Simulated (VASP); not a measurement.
Write the native input for VASP 6.6.1 that does the following.

| Item | Value |
| --- | --- |
| Task | single point |
| Functional | PBE |
| Potentials or basis | VASP PAW PBE potentials, release 64 (Al, As, Ba_sv) |
| Cutoff | 520 eV |
| k mesh | 9 × 9 × 5 |
| Occupations | fermi-dirac, width 0.0221 eV |
| Spin | no spin polarisation |
| Dipole correction | no |
| Further INCAR settings | ALGO = Normal; EDIFF = 1e-06; NBANDS = 21 |

The structure of BaAl2As2 lies in POSCAR:

```
BaAl2As2
1.0
    2.2576170000      3.9103060000      0.0000000000
   -2.2576170000      3.9103060000      0.0000000000
    0.0000000000      0.0000000000      7.6673790000
Al As Ba
2 2 1
Direct
    0.3333000000      0.3334000000      0.6247000000
    0.6667000000      0.6666000000      0.3753000000
    0.3333000000      0.3334000000      0.2680000000
    0.6667000000      0.6666000000      0.7320000000
    0.0000000000      0.0000000000      0.0000000000
```

The input as run:

INCAR

```
PREC = Accurate
ENCUT = 520
EDIFF = 1E-6
ISMEAR = -1
SIGMA = 0.0221
LREAL = False
LASPH = True
NELM = 100
ALGO = Normal
ISIF = 2
LWAVE = False
LCHARG = False
GGA = PE
NBANDS = 21
```

KPOINTS

```
regular mesh
0
Gamma
  9 9 5
```

Potentials or basis: VASP PAW PBE potentials, release 64 (Al, As, Ba_sv).

Command:

```sh
$ cat potpaw_PBE.64/Al/POTCAR potpaw_PBE.64/As/POTCAR potpaw_PBE.64/Ba_sv/POTCAR > POTCAR
$ mpirun -np 1 vasp_std > vasp.out
```

Results of the run:

```
Pressure               : -2.4 GPa
Largest force          : 1.685 eV/Å
Band gap on the k mesh : zero (bands 13 and 14 overlap by 2.30 eV)
```

Caveat: the stress differs along the axes, from -7 to -0 GPa; spin-orbit coupling is left out, which moves the levels of the heavy elements; forces of over 1 eV/Å act on the atoms, so gaps and moduli don't describe the material at rest.

Run time: 5.6 min on 1 thread of Intel(R) Xeon(R) Platinum 8259CL CPU @ 2.50GHz (Skylake/Cascade Lake), with other jobs on the host, peak memory 0.51 GiB.
